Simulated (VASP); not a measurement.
A run of VASP 6.6.1:

The input INCAR:

```
PREC = Accurate
ENCUT = 520
EDIFF = 1E-6
ISMEAR = -1
SIGMA = 0.05
LREAL = F
LASPH = T
NELM = 80
ALGO = Normal
ISIF = 2
LWAVE = F
LCHARG = F
GGA = PS
NBANDS = 18
```

KPOINTS

```
regular mesh
0
Gamma
  9 9 9
```

POSCAR

```
CdAu
1.0
    3.3200000000      0.0000000000      0.0000000000
    0.0000000000      3.3200000000      0.0000000000
    0.0000000000      0.0000000000      3.3200000000
Cd Au
1 1
Direct
    0.5000000000      0.5000000000      0.5000000000
    0.0000000000      0.0000000000      0.0000000000
```

Potentials or basis: VASP PAW PBE potentials, release 64 (Cd, Au).

Launch:

```sh
$ cat potpaw_PBE.64/Cd/POTCAR potpaw_PBE.64/Au/POTCAR > POTCAR
$ mpirun -np 1 vasp_std > vasp.out
```

Hardware: 1 thread of AMD EPYC 7R13, with other jobs on the host.

Task: How long does it take, and how much memory?

Result: It took 45 s on 1 thread of AMD EPYC 7R13, on a shared host, peak memory 0.14 GiB. Counts: scf iterations 12, k points 35.
